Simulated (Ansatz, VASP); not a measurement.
## Cd4Se3S in VASP and in Ansatz

The input INCAR:

```
  PREC = Accurate
  ENCUT = 600
  EDIFF = 1E-6
  ISMEAR = 0
  SIGMA = 0.02
  LREAL = False
  LASPH = True
  NELM = 100
  ALGO = Normal
  ISIF = 3
  LWAVE = False
  LCHARG = False
  GGA = PE
  IBRION = 2
  NSW = 100
  EDIFFG = -0.01
```

KPOINTS

```
regular mesh
0
Gamma
  6 6 6
```

File POSCAR:

```
Cd4Se3S
1.0
    6.1393107895      0.0000000000      0.0000000000
    0.0000000000      6.1393107895      0.0000000000
    0.0000000000      0.0000000000      6.1393107895
Cd Se S
4 3 1
Direct
    0.7562018406      0.7562018406      0.2437981594
    0.7562018406      0.2437981594      0.7562018406
    0.2437981594      0.7562018406      0.7562018406
    0.2437981594      0.2437981594      0.2437981594
    0.0000000000      0.5000000000      0.5000000000
    0.5000000000      0.0000000000      0.5000000000
    0.5000000000      0.5000000000      0.0000000000
    0.0000000000      0.0000000000      0.0000000000
```

Input for Ansatz:

```yaml
crystal:
  lattice:
    - [6.1393107895, 0.0, 0.0]
    - [0.0, 6.1393107895, 0.0]
    - [0.0, 0.0, 6.1393107895]
  atoms:
    - { symbol: Cd, position: [0.7562018406, 0.7562018406, 0.2437981594] }
    - { symbol: Cd, position: [0.7562018406, 0.2437981594, 0.7562018406] }
    - { symbol: Cd, position: [0.2437981594, 0.7562018406, 0.7562018406] }
    - { symbol: Cd, position: [0.2437981594, 0.2437981594, 0.2437981594] }
    - { symbol: Se, position: [0.0, 0.5, 0.5] }
    - { symbol: Se, position: [0.5, 0.0, 0.5] }
    - { symbol: Se, position: [0.5, 0.5, 0.0] }
    - { symbol: S, position: [0.0, 0.0, 0.0] }
basis:
  ecutwfc: 420
kpoints:
  mp_grid: { grid: [6, 6, 6] }
hamiltonian:
  xc: pbe
scf:
  occupations: { method: gaussian, width: 0.02 }
output:
  forces: true
  stress: true
  eigenvalues: true
relax:
  adjacent_minimum: "off"
  f_tol: 0.01
  max_steps: 80
  cell: { stress_tol: 0.05 }
```

Alike in both runs: task relaxation of cell and atoms; functional PBE; k mesh 6 × 6 × 6; occupations gaussian, width 0.02 eV; no spin polarisation.

|  | VASP | Ansatz |
| --- | --- | --- |
| version | VASP 6.6.1 | Ansatz 0.2.0 |
| potentials or method | VASP PAW PBE potentials, release 64 (Cd, Se, S), cutoff 600 eV | scalar-relativistic, plane waves, PAW |
| valence electrons in the cell | 72 | 134 |

VASP gave:

| Item | Value |
| --- | --- |
| gap on the k mesh at the Fermi level, each at its own relaxed structure (eV) | 0.59 |
| relaxed volume (Å³/atom) | 28.90 |
| relaxed length of the cell vector where the two differ most in proportion (Å) | 6.137 |

**Question.** What did Ansatz give for the same quantities?

**Answer.** gap on the k mesh at the Fermi level, each at its own relaxed structure (eV): 0.60; relaxed volume (Å³/atom): 28.76; relaxed length of the cell vector where the two differ most in proportion (Å): 6.128.

VASP's potentials hold 72 valence electrons a cell and Ansatz's 134, so a difference there can come from the potentials and not from the codes.
